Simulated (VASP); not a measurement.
Set up this calculation in VASP 6.6.1, as the native input.

- Task: single point
- Functional: r2SCAN
- Potentials or basis: VASP PAW PBE potentials, release 64 (Rb_sv, Br)
- Cutoff: 520 eV
- k mesh: 6 × 6 × 6
- Occupations: gaussian, width 0.01 eV
- Spin: no spin polarisation
- Dipole correction: no
- Further INCAR settings: ALGO = Normal; EDIFF = 1e-06; NBANDS = 15

The system is RbBr.

```
Rb Br
1.0
     0.26154    3.53859    3.53859
     3.53859    0.26154    3.53859
     3.53859    3.53859    0.26154
Rb Br
1 1
Direct
  0.00000 0.00000 0.00000
  0.50000 0.50000 0.50000
```

This cell differs from its parent crystal: epitaxial 111 strain -5.3%.

The input as run:

POSCAR

```
RbBr
1.0
    0.2615355565      3.5385917975      3.5385917975
    3.5385917975      0.2615355565      3.5385917975
    3.5385917975      3.5385917975      0.2615355565
Rb Br
1 1
Direct
    0.0000000000      0.0000000000      0.0000000000
    0.5000000000      0.5000000000      0.5000000000
```

INCAR.step1

```
ALGO     = Normal         # electronic algorithm
EDIFF    = 1E-4           # SCF threshold, eV
ENCUT    = 520            # plane-wave cutoff, eV
GGA      = PE             # functional
ISMEAR   = 0              # smearing method
LASPH    = T              # aspherical terms in the spheres
LCHARG   = F              # write CHGCAR
LREAL    = F              # projectors in reciprocal space
LWAVE    = T              # write WAVECAR
NBANDS   = 15             # bands
NELM     = 100            # most SCF steps
PREC     = Accurate       # precision mode
SIGMA    = 0.01           # smearing width, eV
```

INCAR.step2

```
ALGO     = Normal         # electronic algorithm
EDIFF    = 1E-6           # SCF threshold, eV
ENCUT    = 520            # plane-wave cutoff, eV
ISIF     = 2              # what is computed and relaxed
ISMEAR   = 0              # smearing method
ISTART   = 1            
LASPH    = T              # aspherical terms in the spheres
LCHARG   = T              # write CHGCAR
LELF     = T              # ELF
LMIXTAU  = T            
LREAL    = F              # projectors in reciprocal space
LVHAR    = T            
LWAVE    = F              # write WAVECAR
METAGGA  = R2SCAN         # meta-GGA
NBANDS   = 15             # bands
NELM     = 100            # most SCF steps
PREC     = Accurate       # precision mode
SIGMA    = 0.01           # smearing width, eV
```

KPOINTS

```
k-points
0
Gamma
  6 6 6
```

Potentials or basis: VASP PAW PBE potentials, release 64 (Rb_sv, Br).

The run is started by

```bash
$ cat potpaw_PBE.64/Rb_sv/POTCAR potpaw_PBE.64/Br/POTCAR > POTCAR
$ cp INCAR.step1 INCAR
$ mpirun -np 1 vasp_std > vasp.out
$ cp INCAR.step2 INCAR
$ mpirun -np 1 vasp_std > vasp.out
```

It gave:

The pressure is 0.7 GPa and the band gap on the k mesh is 4.88 eV.

Caveat: the cell differs from its parent crystal (epitaxial 111 strain -5.3%); the PAW data sets were made with another functional, which shifts forces and pressure a little.

Run time: 100 s on 1 thread of Intel(R) Xeon(R) 6975P-C (Granite Rapids) (shared host), peak memory 0.26 GiB.
